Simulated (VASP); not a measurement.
# PbO (P4/nmm) in VASP: single point with LDA

Aim: the single point of PbO with LDA.

All numbers are computed with VASP 6.6.1; they aren't measurements. Logs are shortened: lines on timing, memory, paths and dates and some standing lists are left out, and cuts for length are marked.

### 1 The cell of the first run

Symmetry: P4/nmm, No. 129, tetragonal system. Conventional cell: a = 4.027 Å, b = 4.027 Å, c = 5.088 Å, α = 90.00°, β = 90.00°, γ = 90.00°. Within 3.1 Å of Pb (site symmetry 4mm) lie 4 O at 2.34 Å. Within 3.1 Å of O (site symmetry -4m2) lie 4 Pb at 2.34 Å and 4 O at 2.85 Å.

### 2 Single point, LDA (volume scaled by 1.04)

File INCAR:

```
SYSTEM = PbO
ALGO = Normal ; EDIFF = 1E-6
ENCUT = 520 ; ISIF = 2
ISMEAR = -1 ; LASPH = .True.
LCHARG = .False. ; LREAL = .False.
LWAVE = .False. ; NBANDS = 28
NELM = 100 ; PREC = Accurate
SIGMA = 0.03
```

File KPOINTS:

```
k-points
0
Gamma
  7 7 6
  0 0 0
```

File POSCAR:

```
PbO
1.0
    4.0267007345      0.0000000000      0.0000000000
    0.0000000000      4.0267007345      0.0000000000
    0.0000000000      0.0000000000      5.0880865260
Pb O
2 2
Direct
    0.0000000000      0.5000000000      0.2351000000
    0.5000000000      0.0000000000      0.7649000000
    0.0000000000      0.0000000000      0.0000000000
    0.5000000000      0.5000000000      0.0000000000
```

Potentials or basis: VASP PAW LDA potentials, release 64 (Pb_d, O).

Started as:

```console
$ cat potpaw_LDA.64/Pb_d/POTCAR potpaw_LDA.64/O/POTCAR > POTCAR
$ mpirun -np 1 vasp_std > vasp.out
```

OUTCAR:

```text
SYSTEM = PbO
   EDIFF = 1E-6
   ENCUT = 520
   ISIF = 2
   ISMEAR = -1
   LASPH = .True.
   LREAL = .False.
   NELM = 100
   PREC = Accurate

 ion  position               nearest neighbor table
   1  0.000  0.500  0.235-   3 2.34   4 2.34   3 2.34   4 2.34   2 3.72   2 3.72   2 3.72   2 3.72
                             2 3.92   2 3.92   2 3.92   2 3.92
   2  0.500  0.000  0.765-   3 2.34   4 2.34   4 2.34   3 2.34   1 3.72   1 3.72   1 3.72   1 3.72
                             1 3.92   1 3.92   1 3.92   1 3.92
   3  0.000  0.000  0.000-   1 2.34   2 2.34   1 2.34   2 2.34
   4  0.500  0.500  0.000-   1 2.34   2 2.34   2 2.34   1 2.34

  LATTYP: Found a simple tetragonal cell.
 ALAT       =     4.0267007345
 C/A-ratio  =     1.2635869565

  Lattice vectors:

 A1 = (   4.0267007345,   0.0000000000,   0.0000000000)
 A2 = (   0.0000000000,   4.0267007345,   0.0000000000)
 A3 = (   0.0000000000,   0.0000000000,   5.0880865260)

Analysis of symmetry for initial positions (statically):
=====================================================================
 Subroutine PRICEL returns:
 Original cell was already a primitive cell.

 Routine SETGRP: Setting up the symmetry group for a
 simple tetragonal supercell.

 Subroutine GETGRP returns: Found 16 space group operations
 (whereof  8 operations were pure point group operations)
 out of a pool of 16 trial point group operations.

The static configuration has the point symmetry D_2d.
 The point group associated with its full space group is D_4h.

Analysis of symmetry for dynamics (positions and initial velocities):
=====================================================================
 Subroutine PRICEL returns:
 Original cell was already a primitive cell.

 Routine SETGRP: Setting up the symmetry group for a
 simple tetragonal supercell.

 Subroutine GETGRP returns: Found 16 space group operations
 (whereof  8 operations were pure point group operations)
 out of a pool of 16 trial point group operations.

The dynamic configuration has the point symmetry D_2d.
 The point group associated with its full space group is D_4h.

 Subroutine INISYM returns: Found 16 space group operations
 (whereof  8 operations are pure point group operations),
 and found     1 'primitive' translations

----------------------------------------------------------------------------------------

                                     Primitive cell

  volume of cell :      82.4999

  direct lattice vectors                    reciprocal lattice vectors
     4.026700735  0.000000000  0.000000000     0.248342270  0.000000000  0.000000000
     0.000000000  4.026700735  0.000000000     0.000000000  0.248342270  0.000000000
     0.000000000  0.000000000  5.088086526     0.000000000  0.000000000  0.196537538

  length of vectors
     4.026700735  4.026700735  5.088086526     0.248342270  0.248342270  0.196537538

  position of ions in fractional coordinates (direct lattice)
     0.000000000  0.500000000  0.235100000
     0.500000000  0.000000000  0.764900000
     0.000000000  0.000000000  0.000000000
     0.500000000  0.500000000  0.000000000

  ion indices of the primitive-cell ions
   primitive index   ion index
                 1           1
                 2           2
                 3           3
                 4           4

----------------------------------------------------------------------------------------

 KPOINTS: k-points

Automatic generation of k-mesh.
 Grid dimensions read from file:
 generate k-points for:    7    7    6

 Generating k-lattice:

  Cartesian coordinates                     Fractional coordinates (reciprocal lattice)
     0.035477467  0.000000000  0.000000000     0.142857143  0.000000000  0.000000000
     0.000000000  0.035477467  0.000000000     0.000000000  0.142857143  0.000000000
     0.000000000  0.000000000  0.032756256     0.000000000  0.000000000  0.166666667

  Length of vectors
     0.035477467  0.035477467  0.032756256

  Shift w.r.t. Gamma in fractional coordinates (k-lattice)
     0.000000000  0.000000000  0.000000000

 Subroutine IBZKPT returns following result:
 ===========================================

 Found     40 irreducible k-points:

 Following reciprocal coordinates:
            Coordinates               Weight
  0.000000  0.000000  0.000000      1.000000
  0.142857  0.000000  0.000000      4.000000
  0.285714  0.000000  0.000000      4.000000
  0.428571  0.000000  0.000000      4.000000
  0.142857  0.142857  0.000000      4.000000
  0.285714  0.142857  0.000000      8.000000
[... 16 lines left out ...]
  0.285714  0.000000  0.333333      8.000000
  0.428571  0.000000  0.333333      8.000000
 [... further k-points ...]
   k-points           NKPTS =     40   k-points in BZ     NKDIM =     40   number of bands    NBANDS=     28
   number of dos      NEDOS =    301   number of ions     NIONS =      4
   total plane-waves  NPLWV =  36000
   dimension x,y,z NGX =    30 NGY =   30 NGZ =   40
   dimension x,y,z NGXF=    60 NGYF=   60 NGZF=   80
   ions per type =               2   2
   NGX,Y,Z   is equivalent  to a cutoff of  12.39, 12.39, 13.07 a.u.
   NGXF,Y,Z  is equivalent  to a cutoff of  24.77, 24.77, 26.14 a.u.
 SYSTEM =  PbO
   PREC   = accura    normal or accurate (medium, high low for compatibility)
   ISTART =      0    job   : 0-new  1-cont  2-samecut
   ICHARG =      2    charge: 1-file 2-atom 10-const
   ISPIN  =      1    spin polarized calculation?
   LNONCOLLINEAR =      F non collinear calculations
   LSORBIT =      F    spin-orbit coupling
   LASPH  =      T    aspherical Exc in radial PAW
   ENCUT  =  520.0 eV  38.22 Ry    6.18 a.u.   7.49  7.49  9.46*2*pi/ulx,y,z
   NELM   =    100;   NELMIN=  2; NELMDL= -5     # of ELM steps
   EDIFF  = 0.1E-05   stopping-criterion for ELM
   LREAL  =      F    real-space projection
   EDIFFG = 0.1E-04   stopping-criterion for IOM
   NSW    =      0    number of steps for IOM
   IBRION =     -1    ionic relax: 0-MD 1-quasi-New 2-CG
   NFREE  =      0    steps in history (QN), initial steepest desc. (CG)
   ISIF   =      2    stress and relaxation
   ISYM   =      2    0-nonsym 1-usesym 2-fastsym
   POTIM  = 0.5000    time-step for ionic-motion
   TEBEG  =    0.0;   TEEND  =   0.0 temperature during run
   PSTRESS=    0.0 pullay stress
   NELECT =      40.0000    total number of electrons
   NUPDOWN=      -1.0000    fix difference up-down
   EMIN   =  10.00;   EMAX   =-10.00  energy-range for DOS
   EFERMI =   0.00;   METHOD = LEGACY
   ISMEAR =    -1;   SIGMA  =   0.03  broadening in eV -4-tet -1-fermi 0-gaus
   EFERMI_NEDOS =   21; number of points for ismear=-14 and -15
   IALGO  =     38    algorithm
   IMIX   =      4    mixing-type and parameters
     AMIX     =   0.40;   BMIX     =  1.00
     AMIX_MAG =   1.60;   BMIX_MAG =  1.00
  volume/ion in A,a.u.               =      20.62       139.18
  Fermi-wavevector in a.u.,A,eV,Ry     =   1.286107  2.430390 22.505005  1.654071
  Thomas-Fermi vector in A             =   2.418201
   LORBIT       =      0    0 simple, 1 ext, 2 COOP (PROOUT), +10 PAW based schemes
   GGA     = CA    functional components
   LHFCALC =     F    Hartree Fock is set to
   AEXX    =    0.0000 exact exchange contribution
   IVDW    =     0    specifies the selected vdW correction
   LEPSILON=     F    determine dielectric tensor
   LRPA    =     F    only Hartree local field effects (RPA)
 non-spin polarized calculation
  energy-cutoff  :      520.00
  volume of cell :       82.50
 maximum number of plane-waves:      2258
 NGX is ok and might be reduce to    30
   NGX = 15   NGY = 15   NGZ = 19

 number of electron      40.0000006 magnetization

 Free energy of the ion-electron system (eV)
  ---------------------------------------------------
  ext. energy  EPLUGINS =         0.00000000
  ---------------------------------------------------
  free energy    TOTEN  =       -24.33392814 eV

  energy without entropy =      -24.33392814  energy(sigma->0) =      -24.33392814

 E-fermi :   5.0664     XC(G=0): -10.1069

 val. band max:        4.3695776114   @ k =   0.1429   0.0000   0.0000
 cond. band min:       5.8640792095   @ k =   0.4286   0.4286   0.0000
 fundamental gap:      1.4945015980
 Fermi energy:         5.0663878515

 k-point     1 :       0.0000    0.0000    0.0000
  band No.  band energies     occupation
      1     -13.4490      2.00000
      2     -13.0393      2.00000
      3     -11.4930      2.00000
      4     -11.4930      2.00000
      5     -11.4337      2.00000
      6     -11.4165      2.00000
[... 20 lines left out ...]
     27      11.7970      0.00000
     28      12.3800      0.00000

 k-point     2 :       0.1429    0.0000    0.0000
  band No.  band energies     occupation
      1     -13.4120      2.00000
      2     -13.0487      2.00000
      3     -11.4843      2.00000
      4     -11.4817      2.00000
      5     -11.4205      2.00000
      6     -11.4053      2.00000
[... 20 lines left out ...]
     27      12.0514      0.00000
     28      13.5636      0.00000

 k-point     3 :       0.2857    0.0000    0.0000
  band No.  band energies     occupation
      1     -13.3229      2.00000
      2     -13.0813      2.00000
      3     -11.4605      2.00000
      4     -11.4513      2.00000
      5     -11.3825      2.00000
      6     -11.3815      2.00000
[... 20 lines left out ...]
     27      12.3855      0.00000
     28      15.5108      0.00000

 k-point     4 :       0.4286    0.0000    0.0000
  band No.  band energies     occupation
      1     -13.2242      2.00000
      2     -13.1409      2.00000
      3     -11.4283      2.00000
      4     -11.4153      2.00000
      5     -11.3956      2.00000
      6     -11.3867      2.00000
[... 20 lines left out ...]
     27      12.9821      0.00000
     28      14.0549      0.00000

 k-point     5 :       0.1429    0.1429    0.0000
  band No.  band energies     occupation
      1     -13.3790      2.00000
      2     -13.0572      2.00000
      3     -11.4869      2.00000
      4     -11.4572      2.00000
      5     -11.4089      2.00000
      6     -11.3983      2.00000
[... 20 lines left out ...]
     27      12.9457      0.00000
     28      14.0222      0.00000

 k-point     6 :       0.2857    0.1429    0.0000
  band No.  band energies     occupation
      1     -13.3005      2.00000
      2     -13.0868      2.00000
      3     -11.4643      2.00000
      4     -11.4235      2.00000
      5     -11.3816      2.00000
      6     -11.3745      2.00000
[... 463 lines left out ...]
      5     -11.4379      2.00000
      6     -11.4033      2.00000
[... 20 lines left out ...]
     27      12.4020      0.00000
     28      12.8947      0.00000

 k-point    22 :       0.1429    0.0000    0.3333
  band No.  band energies     occupation
      1     -13.4005      2.00000
      2     -13.0400      2.00000
      3     -11.4612      2.00000
      4     -11.4509      2.00000
      5     -11.4228      2.00000
      6     -11.3931      2.00000
[... 20 lines left out ...]
     27      12.7453      0.00000
     28      13.7203      0.00000

 k-point    23 :       0.2857    0.0000    0.3333
  band No.  band energies     occupation
      1     -13.3231      2.00000
      2     -13.0801      2.00000
      3     -11.4628      2.00000
      4     -11.4281      2.00000
      5     -11.4012      2.00000
      6     -11.3898      2.00000
[... 20 lines left out ...]
     27      13.0959      0.00000
     28      15.0694      0.00000

 k-point    24 :       0.4286    0.0000    0.3333
  band No.  band energies     occupation
      1     -13.2322      2.00000
      2     -13.1474      2.00000
      3     -11.4563      2.00000
      4     -11.4356      2.00000
      5     -11.4048      2.00000
      6     -11.3872      2.00000
[... 20 lines left out ...]
     27      13.5469      0.00000
     28      14.2966      0.00000

 [... further k-points ...]

------------------------ aborting loop because EDIFF is reached ----------------------------------------

  FORCE on cell =-STRESS in cart. coord.  units (eV):
  Direction    XX          YY          ZZ          XY          YZ          ZX
  --------------------------------------------------------------------------------------
  -------------------------------------------------------------------------------------
  Total       -2.5362149     -2.5362149     -2.0182214      0.0000000      0.0000000      0.0000000
  in kB      -49.2542182    -49.2542182    -39.1945969      0.0000000      0.0000000      0.0000000
  external PRESSURE =     -45.9010111 kB  Pullay stress =       0.0000000 kB

 VOLUME and BASIS-vectors are now :
 -----------------------------------------------------------------------------
  energy-cutoff  :      520.00
  volume of cell :       82.50
      direct lattice vectors                 reciprocal lattice vectors
     4.026700735  0.000000000  0.000000000     0.248342270  0.000000000  0.000000000
     0.000000000  4.026700735  0.000000000     0.000000000  0.248342270  0.000000000
     0.000000000  0.000000000  5.088086526     0.000000000  0.000000000  0.196537538

 POSITION                                       TOTAL-FORCE (eV/Angst)
 -----------------------------------------------------------------------------------
      0.00000      2.01335      1.19621         0.000000      0.000000     -0.600943
      2.01335      0.00000      3.89188        -0.000000      0.000000      0.600943
      0.00000      0.00000      0.00000        -0.000000     -0.000000      0.000000
      2.01335      2.01335      0.00000         0.000000      0.000000      0.000000
 -----------------------------------------------------------------------------------
    total drift:                                0.000000      0.000000     -0.000000

  FREE ENERGIE OF THE ION-ELECTRON SYSTEM (eV)
  ---------------------------------------------------
  free  energy   TOTEN  =       -24.3339281433 eV

  energy  without entropy=      -24.3339281433  energy(sigma->0) =      -24.33392814
```

Wall time 60 s (1 thread of Intel Xeon Platinum 8488C (Sapphire Rapids), shared host); peak memory 0.2 GiB.

What came out:

| Property | Result |
| --- | --- |
| Free energy | -24.3339 eV |
| Pressure | -4.6 GPa |
| Largest force | 0.601 eV/Å |
| Band gap on the k mesh | 1.49 eV, indirect (least direct gap 2.17 eV) |

Forces on the atoms (eV/Å):
```
Pb   0.000  0.000 -0.601
Pb   0.000  0.000  0.601
O    0.000  0.000  0.000
O    0.000  0.000  0.000
```

Levels at points of the mesh, in eV from the valence-band top:
| k point | band 16 | band 17 | band 18 | band 19 | band 20 | band 21 | band 22 | band 23 | band 24 | band 25 |
| --- | --- | --- | --- | --- | --- | --- | --- | --- | --- | --- |
| (0.00, 0.00, 0.00) | -4.08 | -1.55 | -1.52 | -1.52 | -0.01 | 2.23 | 5.24 | 5.55 | 5.55 | 6.39 |
| (0.00, 0.00, 0.50) | -3.93 | -1.60 | -1.55 | -1.55 | -0.81 | 1.80 | 3.96 | 3.96 | 4.16 | 8.39 |

Caveat: spin-orbit coupling is left out, which moves the levels of the heavy elements. A k mesh can miss the band edges.
